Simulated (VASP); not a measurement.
# Mg4I3 (Pm-3m) in VASP: a series of runs, part 2 of 2

VASP 6.6.1. Earlier steps stand in the parts before.

## Step 5: Single point, PBE

This run uses another cell than the first one, of 36.86 Å³/atom, 1.559 times its volume.

File INCAR:

```
SYSTEM = Mg4I3
PREC = Accurate ; ENCUT = 520
EDIFF = 1E-6 ; ISMEAR = 0
SIGMA = 0.1 ; LREAL = .False.
LASPH = .True. ; NELM = 60
ALGO = Normal ; ISIF = 2
LWAVE = .False. ; LCHARG = .False.
GGA = PE ; NBANDS = 24
```

File KPOINTS:

```
regular mesh
0
Gamma
  6 6 6
  0 0 0
```

File POSCAR:

```
Mg4I3
1.0
    6.3664584569      0.0000000000      0.0000000000
    0.0000000000      6.3664584569      0.0000000000
    0.0000000000      0.0000000000      6.3664584569
Mg I
4 3
Direct
    0.5000000000      0.5000000000      0.5000000000
    0.5000000000      0.0000000000      0.0000000000
    0.0000000000      0.5000000000      0.0000000000
    0.0000000000      0.0000000000      0.5000000000
    0.5000000000      0.5000000000      0.0000000000
    0.0000000000      0.5000000000      0.5000000000
    0.5000000000      0.0000000000      0.5000000000
```

Potentials or basis: VASP PAW PBE potentials, release 64 (Mg, I).

Run with:

```sh
cat potpaw_PBE.64/Mg/POTCAR potpaw_PBE.64/I/POTCAR > POTCAR
mpirun -np 1 vasp_std > vasp.out
```

OUTCAR:

```text
SYSTEM = Mg4I3
   PREC = Accurate
   ENCUT = 520
   EDIFF = 1E-6
   ISMEAR = 0
   LREAL = .False.
   LASPH = .True.
   NELM = 60
   ISIF = 2
   GGA = PE

 ion  position               nearest neighbor table
   1  0.500  0.500  0.500-   5 3.18   6 3.18   7 3.18   5 3.18   7 3.18   6 3.18
   2  0.500  0.000  0.000-   5 3.18   7 3.18   7 3.18   5 3.18
   3  0.000  0.500  0.000-   5 3.18   6 3.18   6 3.18   5 3.18
   4  0.000  0.000  0.500-   6 3.18   7 3.18   6 3.18   7 3.18
   5  0.500  0.500  0.000-   1 3.18   2 3.18   3 3.18   1 3.18   2 3.18   3 3.18
   6  0.000  0.500  0.500-   1 3.18   3 3.18   4 3.18   3 3.18   4 3.18   1 3.18
   7  0.500  0.000  0.500-   1 3.18   2 3.18   4 3.18   2 3.18   1 3.18   4 3.18

  LATTYP: Found a simple cubic cell.
 ALAT       =     6.3664584569

  Lattice vectors:

 A1 = (   6.3664584569,   0.0000000000,   0.0000000000)
 A2 = (   0.0000000000,   6.3664584569,   0.0000000000)
 A3 = (   0.0000000000,   0.0000000000,   6.3664584569)

Analysis of symmetry for initial positions (statically):
=====================================================================
 Subroutine PRICEL returns:
 Original cell was already a primitive cell.

 Routine SETGRP: Setting up the symmetry group for a
 simple cubic supercell.

 Subroutine GETGRP returns: Found 48 space group operations
 (whereof 48 operations were pure point group operations)
 out of a pool of 48 trial point group operations.

The static configuration has the point symmetry O_h .

Analysis of symmetry for dynamics (positions and initial velocities):
=====================================================================
 Subroutine PRICEL returns:
 Original cell was already a primitive cell.

 Routine SETGRP: Setting up the symmetry group for a
 simple cubic supercell.
[... 129 lines left out ...]
     AMIX     =   0.40;   BMIX     =  1.00
     AMIX_MAG =   1.60;   BMIX_MAG =  1.00
  volume/ion in A,a.u.               =      36.86       248.77
  Fermi-wavevector in a.u.,A,eV,Ry     =   0.790029  1.492938  8.492015  0.624145
  Thomas-Fermi vector in A             =   1.895289
   LORBIT       =      0    0 simple, 1 ext, 2 COOP (PROOUT), +10 PAW based schemes
   GGA     = PE    functional components
   LHFCALC =     F    Hartree Fock is set to
   AEXX    =    0.0000 exact exchange contribution
   IVDW    =     0    specifies the selected vdW correction
   LEPSILON=     F    determine dielectric tensor
   LRPA    =     F    only Hartree local field effects (RPA)
 non-spin polarized calculation
 Gauss-broadening in eV      SIGMA  =   0.10
  energy-cutoff  :      520.00
  volume of cell :      258.04
 maximum number of plane-waves:      6979
 NGX is ok and might be reduce to    48
   NGX = 23   NGY = 23   NGZ = 23

 number of electron      29.0000002 magnetization

 Free energy of the ion-electron system (eV)
  ---------------------------------------------------
  ext. energy  EPLUGINS =         0.00000000
  ---------------------------------------------------
  free energy    TOTEN  =       -10.79975819 eV

  energy without entropy =      -10.77316401  energy(sigma->0) =      -10.78646110

 E-fermi :   3.4182     XC(G=0):  -7.6737

 val. band max:        3.4179167378   @ k =   0.3333   0.0000   0.0000
 cond. band min:       3.4428327431   @ k =   0.3333   0.3333   0.1667
 fundamental gap:      0.0249160053
 Fermi energy:         3.4182285182

 k-point     1 :       0.0000    0.0000    0.0000
  band No.  band energies     occupation
      1     -11.2829      2.00000
      2     -10.8859      2.00000
      3     -10.8859      2.00000
      4      -2.2574      2.00000
      5      -2.2574      2.00000
      6      -2.2574      2.00000
[... 529 lines left out ...]
     23       5.9077      0.00000
     24       6.0530      0.00000

------------------------ aborting loop because EDIFF is reached ----------------------------------------

  FORCE on cell =-STRESS in cart. coord.  units (eV):
  Direction    XX          YY          ZZ          XY          YZ          ZX
  --------------------------------------------------------------------------------------
  -------------------------------------------------------------------------------------
  Total       -0.0704056     -0.0704056     -0.0704056      0.0000000      0.0000000     -0.0000000
  in kB       -0.4371435     -0.4371435     -0.4371435      0.0000000      0.0000000     -0.0000000
  external PRESSURE =      -0.4371435 kB  Pullay stress =       0.0000000 kB

 VOLUME and BASIS-vectors are now :
 -----------------------------------------------------------------------------
  energy-cutoff  :      520.00
  volume of cell :      258.04
      direct lattice vectors                 reciprocal lattice vectors
     6.366458457  0.000000000  0.000000000     0.157073200  0.000000000  0.000000000
     0.000000000  6.366458457  0.000000000     0.000000000  0.157073200  0.000000000
     0.000000000  0.000000000  6.366458457     0.000000000  0.000000000  0.157073200

 POSITION                                       TOTAL-FORCE (eV/Angst)
 -----------------------------------------------------------------------------------
      3.18323      3.18323      3.18323         0.000000      0.000000      0.000000
      3.18323      0.00000      0.00000         0.000000      0.000000      0.000000
      0.00000      3.18323      0.00000         0.000000      0.000000      0.000000
      0.00000      0.00000      3.18323         0.000000      0.000000      0.000000
      3.18323      3.18323      0.00000         0.000000      0.000000      0.000000
      0.00000      3.18323      3.18323         0.000000      0.000000      0.000000
      3.18323      0.00000      3.18323         0.000000      0.000000      0.000000
 -----------------------------------------------------------------------------------
    total drift:                               -0.000000      0.000000     -0.000000

  FREE ENERGIE OF THE ION-ELECTRON SYSTEM (eV)
  ---------------------------------------------------
  free  energy   TOTEN  =       -10.7997581865 eV

  energy  without entropy=      -10.7731640083  energy(sigma->0) =      -10.78646110
```

It took 2 min on 1 thread of Oxide Virtual Turin-like, shared host; peak memory 0.34 GiB.

What came out:

```
Free energy : -10.7998 eV
Pressure    : 0.0 GPa
```

Levels at points of the mesh, in eV from the Fermi level:
```
           k point  band 12  band 13  band 14  band 15  band 16  band 17
(0.00, 0.00, 0.00)    -4.03    -2.55    -1.77    -1.11    -1.11     2.00
(0.50, 0.00, 0.00)    -4.19    -1.59    -0.72    -0.20     0.57     1.61
(0.50, 0.50, 0.00)    -3.92    -0.10     0.03     0.03     0.94     1.03
(0.50, 0.50, 0.50)    -3.91    -1.03     0.87     0.87     0.87     1.40
```

Caveat: spin-orbit coupling is left out, which moves the levels of the heavy elements; an odd number of electrons without spin polarisation forces a metal; a magnetic or distorted state may lie lower.

## Step 6: Relaxation of cell and atoms, PBE

This run uses another cell than the first one, of 36.42 Å³/atom, 1.540 times its volume.

File INCAR:

```
SYSTEM = Mg4I3
PREC = Accurate
ENCUT = 600
EDIFF = 1E-6
ISMEAR = 0
SIGMA = 0.1
LREAL = .False.
LASPH = .True.
NELM = 100
ALGO = Normal
ISIF = 3
LWAVE = .False.
LCHARG = .False.
GGA = PE
IBRION = 2
NSW = 100
EDIFFG = -0.01
```

KPOINTS is that of step 5.

POSCAR, as its differences from that of step 5:

```diff
@@ -2,5 +2,5 @@
 1.0
-    6.3664584569      0.0000000000      0.0000000000
-    0.0000000000      6.3664584569      0.0000000000
-    0.0000000000      0.0000000000      6.3664584569
+    6.3408074089      0.0000000000      0.0000000000
+    0.0000000000      6.3408074089      0.0000000000
+    0.0000000000      0.0000000000      6.3408074089
 Mg I
```

Potentials or basis: VASP PAW PBE potentials, release 64 (Mg, I).

Run with:

```sh
cat potpaw_PBE.64/Mg/POTCAR potpaw_PBE.64/I/POTCAR > POTCAR
mpirun -np 1 vasp_std > vasp.out
```

OUTCAR:

```text
SYSTEM = Mg4I3
   PREC = Accurate
   ENCUT = 600
   EDIFF = 1E-6
   ISMEAR = 0
   LREAL = .False.
   LASPH = .True.
   NELM = 100
   ISIF = 3
   GGA = PE
   IBRION = 2
   NSW = 100
   EDIFFG = -0.01

 ion  position               nearest neighbor table
   1  0.500  0.500  0.500-   5 3.17   6 3.17   7 3.17   5 3.17   7 3.17   6 3.17
   2  0.500  0.000  0.000-   5 3.17   7 3.17   7 3.17   5 3.17
   3  0.000  0.500  0.000-   5 3.17   6 3.17   6 3.17   5 3.17
   4  0.000  0.000  0.500-   6 3.17   7 3.17   6 3.17   7 3.17
   5  0.500  0.500  0.000-   1 3.17   2 3.17   3 3.17   1 3.17   2 3.17   3 3.17
   6  0.000  0.500  0.500-   1 3.17   3 3.17   4 3.17   3 3.17   4 3.17   1 3.17
   7  0.500  0.000  0.500-   1 3.17   2 3.17   4 3.17   2 3.17   1 3.17   4 3.17

  LATTYP: Found a simple cubic cell.
 ALAT       =     6.3408074089

  Lattice vectors:

[... 192 lines left out ...]
  -------------------------------------------------------------------------------------
  Total        0.1971398      0.1971398      0.1971398     -0.0000000      0.0000000      0.0000000
  in kB        1.2389425      1.2389425      1.2389425     -0.0000000      0.0000000      0.0000000
  external PRESSURE =       1.2389425 kB  Pullay stress =       0.0000000 kB
[... 69 lines left out ...]
--------------------------------------- Ionic step        3  -------------------------------------------

 number of electron      28.9999997 magnetization

 Free energy of the ion-electron system (eV)
  ---------------------------------------------------
  ext. energy  EPLUGINS =         0.00000000
  ---------------------------------------------------
  free energy    TOTEN  =       -10.79985597 eV

  energy without entropy =      -10.77334592  energy(sigma->0) =      -10.78660094

 E-fermi :   3.4428     XC(G=0):  -7.6848

 val. band max:        3.4390273267   @ k =   0.5000   0.1667   0.0000
 cond. band min:       3.4445401797   @ k =   0.3333   0.0000   0.0000
 fundamental gap:      0.0055128530
 Fermi energy:         3.4427586798

 k-point     1 :       0.0000    0.0000    0.0000
  band No.  band energies     occupation
      1     -11.2744      2.00000
      2     -10.8739      2.00000
      3     -10.8739      2.00000
      4      -2.2511      2.00000
      5      -2.2511      2.00000
      6      -2.2511      2.00000
[... 443 lines left out ...]
  FREE ENERGIE OF THE ION-ELECTRON SYSTEM (eV)
  ---------------------------------------------------
  free  energy   TOTEN  =       -10.7998559654 eV

  energy  without entropy=      -10.7733459239  energy(sigma->0) =      -10.78660094

 reached required accuracy - stopping structural energy minimisation
```

Wall time 5.8 min (1 thread of Oxide Virtual Turin-like, shared host); peak memory 0.44 GiB.

Results:

```
Free energy                            : -10.7999 eV
Relaxed volume                         : 36.75 Å³/atom
Relaxed cell                           : a = 6.360 Å, b = 6.360 Å, c = 6.360 Å, α = 90.00°, β = 90.00°, γ = 90.00°
Space group after relaxing (to 0.05 Å) : Pm-3m (No. 221)
Energy gained by relaxing              : 0.1 meV/atom
Ionic steps                            : 3
Pressure after relaxing                : 0.0 GPa
```

The path:
| step | energy change (eV) | largest force (eV/Å) | pressure (GPa) | volume (Å³) |
| --- | --- | --- | --- | --- |
| 1 | 0.0000 | 0.0000 | 0.12 | 254.94 |
| 2 | -0.0006 | 0.0000 | 0.07 | 255.98 |
| 3 | -0.0009 | 0.0000 | 0.00 | 257.25 |

Final structure:
```yaml
crystal:
  lattice:
    - [6.35995, 0.00000, 0.00000]
    - [0.00000, 6.35995, 0.00000]
    - [0.00000, 0.00000, 6.35995]
  atoms:
    - { symbol: Mg, position: [0.50000, 0.50000, 0.50000] }
    - { symbol: Mg, position: [0.50000, 0.00000, 0.00000] }
    - { symbol: Mg, position: [0.00000, 0.50000, 0.00000] }
    - { symbol: Mg, position: [0.00000, 0.00000, 0.50000] }
    - { symbol: I, position: [0.50000, 0.50000, 0.00000] }
    - { symbol: I, position: [0.00000, 0.50000, 0.50000] }
    - { symbol: I, position: [0.50000, 0.00000, 0.50000] }
```

Levels at points of the mesh, in eV from the Fermi level:
```tsv
k point	band 10	band 11	band 12	band 13	band 14	band 15	band 16	band 17	band 18
(0.00, 0.00, 0.00)	-4.04	-4.04	-4.04	-2.55	-1.77	-1.11	-1.11	1.99	1.99
(0.50, 0.00, 0.00)	-4.86	-4.20	-4.20	-1.59	-0.72	-0.20	0.57	1.61	1.61
(0.50, 0.50, 0.00)	-4.84	-4.00	-3.93	-0.11	0.04	0.04	0.94	1.03	1.44
(0.50, 0.50, 0.50)	-3.92	-3.92	-3.92	-1.04	0.86	0.86	0.86	1.41	1.41
```

Caveat: spin-orbit coupling is left out, which moves the levels of the heavy elements; an odd number of electrons without spin polarisation forces a metal; a magnetic or distorted state may lie lower.

## Step 7: Overview

| task | cell | k mesh | cutoff (eV) | gap on the mesh (eV) | pressure (GPa) | relaxed volume (Å³/atom) |
| --- | --- | --- | --- | --- | --- | --- |
| single point | a = 5.490 Å, 7 atoms | 4 × 4 × 4 | 520 | none | 18.8 | - |
| single point | a = 6.341 Å, 7 atoms | 4 × 4 × 4 | 520 | none | 0.1 | - |
| relaxation of cell and atoms | relaxed from a = 5.490 Å, 7 atoms | 4 × 4 × 4 | 600 | none | 0.0 | 36.81 |
| single point | a = 6.366 Å, 7 atoms | 6 × 6 × 6 | 520 | none | 0.0 | - |
| relaxation of cell and atoms | relaxed from a = 6.341 Å, 7 atoms | 6 × 6 × 6 | 600 | none | 0.0 | 36.75 |

Alike in all rows: level PBE; potentials or basis VASP PAW PBE potentials, release 64 (Mg, I); no spin polarisation; smearing gaussian 0.1 eV.

Caveats: spin-orbit coupling is left out, which moves the levels of the heavy elements; an odd number of electrons without spin polarisation forces a metal; a magnetic or distorted state may lie lower; the volume moved by over 15 % at a fixed basis, so the end points are rough (some runs).

Absolute energies hang on the potentials; compare differences alone.
